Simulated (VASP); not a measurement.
The system is La2O3.

```
La O
1.0
     3.94045    0.00000    0.00000
    -1.97023    3.41253    0.00000
     0.00000    0.00000    6.18736
La O
2 3
Cartesian
  1.9702 1.1375 4.6568
  0.0000 2.2750 1.5306
  1.9702 1.1375 2.1946
  0.0000 2.2750 3.9927
  0.0000 0.0000 0.0000
```

| Property | Result |
| --- | --- |
| Program | VASP 6.6.1 |
| Task | relaxation of cell and atoms |
| Functional | PBEsol |
| Potentials or basis | VASP PAW PBE potentials, release 64 (La, O) |
| Cutoff | 600 eV |
| k mesh | 9 × 9 × 4 |
| Occupations | gaussian, width 0.02 eV |
| Spin | no spin polarisation |

At the start: pressure -5.0 GPa; volume 16.64 Å³/atom.

Q: How do energy, volume and symmetry change on relaxing?

A: Over 12 steps the energy falls by 11.3 meV/atom and the volume is 15.92 Å³/atom (-4.3 %); space group P-3m1 (No. 164, to 0.1 Å) before and after.

The path:
```csv
step,energy change (eV),largest force (eV/Å),pressure (GPa),volume (Å³)
1,0.0000,0.1229,-5.03,83.20
2,0.0077,0.6265,6.04,77.07
3,-0.0501,0.2203,-0.11,80.16
4,-0.0545,0.0435,-0.05,79.88
5,-0.0551,0.0506,-0.02,79.74
6,-0.0559,0.0468,0.07,79.66
7,-0.0562,0.0421,0.13,79.59
8,-0.0563,0.0246,-0.20,79.73
9,-0.0563,0.0276,-0.17,79.71
10,-0.0564,0.0050,-0.05,79.64
11,-0.0565,0.0050,-0.03,79.62
12,-0.0565,0.0048,-0.02,79.62
```

Final structure:
```
La O
1.0
     3.90405    0.00000    0.00000
    -1.95203    3.38101    0.00000
     0.00000    0.00000    6.03198
La O
2 3
Cartesian
  1.9520 1.1270 4.5524
  0.0000 2.2540 1.4796
  1.9520 1.1270 2.1345
  0.0000 2.2540 3.8975
  3.9041 0.0000 0.0000
```

Caveat: the PAW data sets were made with another functional, which shifts forces and pressure a little.
